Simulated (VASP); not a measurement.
Runs of VASP 6.6.1 on Si. The structure is that of space group Fd-3m (No. 227), or close to it. The cells are those of the table. 

```csv
level,cell,grid for exact exchange (PRECFOCK),share of exact exchange,screening parameter,gap on the mesh (eV),pressure (GPa)
HSE06,"a = 3.855 Å, angles 60.0°, 2 atoms",Normal,0.25,0.2079 1/Å,(a),-0.9
HSE06,"a = 3.847 Å, angles 60.0°, 2 atoms",Normal,0.25,0.2079 1/Å,1.30,-0.3
PBE,"a = 3.858 Å, angles 60.0°, 2 atoms",-,-,-,0.73,(b)
HSE06,"a = 3.869 Å, angles 60.0°, 2 atoms",Normal,0.25,0.2079 1/Å,1.33,-1.9
PBE,"a = 3.869 Å, angles 60.0°, 2 atoms",-,-,-,0.75,-0.1
```

Alike in all rows: task single point; potentials or basis VASP PAW PBE potentials, release 64 (Si); no spin polarisation; k mesh 6 × 6 × 6; cutoff (eV) 520; smearing gaussian 0.05 eV.

Estimate the missing entries.

(a) 1.31; (b) 0.7.

Caveats: the PAW data sets were made with another functional, which shifts forces and pressure a little (at least some runs).

A k mesh can miss the band edges.
